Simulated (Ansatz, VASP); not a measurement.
**One calculation of As, two programs**

Contents of POSCAR:

```
As
1.0
    2.7036817444      0.0000000000      0.0000000000
    0.0000000000      2.7036817444      0.0000000000
    0.0000000000      0.0000000000      2.7036817444
As
1
Direct
    0.5000000000      0.5000000000      0.5000000000
```

The input INCAR.step1:

```
  ALGO = Normal
  EDIFF = 1E-5
  ENCUT = 520
  GGA = PE
  ISIF = 2
  ISMEAR = -1
  LASPH = T
  LCHARG = F
  LREAL = F
  LWAVE = T
  NBANDS = 8
  NELM = 80
  PREC = Accurate
  SIGMA = 0.05
```

Contents of INCAR.step2:

```
  AEXX = 0.25
  ALGO = Normal
  EDIFF = 1E-6
  ENCUT = 520
  ISIF = 2
  ISMEAR = -1
  ISTART = 1
  LASPH = T
  LCHARG = F
  LHFCALC = T
  LMIXTAU = T
  LREAL = F
  LWAVE = F
  METAGGA = R2SCAN
  NBANDS = 8
  NELM = 80
  PREC = Accurate
  PRECFOCK = Normal
  SIGMA = 0.05
```

The input KPOINTS:

```
k-points
0
Gamma
  6 6 6
```

The input input.yaml:

```yaml
crystal:
  lattice:
    - [2.7036817444, 0.0, 0.0]
    - [0.0, 2.7036817444, 0.0]
    - [0.0, 0.0, 2.7036817444]
  atoms:
    - { symbol: As, position: [0.5, 0.5, 0.5] }
hamiltonian:
  xc: { exchange: r2scan, correlation: r2scan, exx: { coeff: 0.25 } }
  pseudopotentials: { kind: paw }
kpoints:
  mp_grid: { grid: [6, 6, 6] }
scf:
  occupations: { method: fermi_dirac, width: 0.05 }
output:
  forces: true
  stress: true
  eigenvalues: true
```

Alike in both runs: task single point; functional r2SCAN-based global hybrid; k mesh 6 × 6 × 6; occupations fermi-dirac, width 0.05 eV; no spin polarisation.

|  | VASP | Ansatz |
| --- | --- | --- |
| version | VASP 6.6.1 | Ansatz 0.2.0 |
| potentials or method | VASP PAW PBE potentials, release 64 (As) | Ansatz PAW |
| plane-wave cutoff (eV) | 520 | 500 |
| valence electrons in the cell | 5 | 15 |

Ansatz gave:

```
gap on the k mesh at the Fermi level (eV) : none
pressure (GPa)                            : -2.5
```

Which values does VASP return?

gap on the k mesh at the Fermi level (eV): none; pressure (GPa): -3.3.

VASP's potentials were made for PBE, not for r2SCAN-based global hybrid. A gap of «none» marks a metal or a gap that the smearing closes. VASP's potentials hold 5 valence electrons a cell and Ansatz's 15, so a difference there can come from the potentials and not from the codes.

The k mesh is coarse, so the values compare programs but aren't converged.
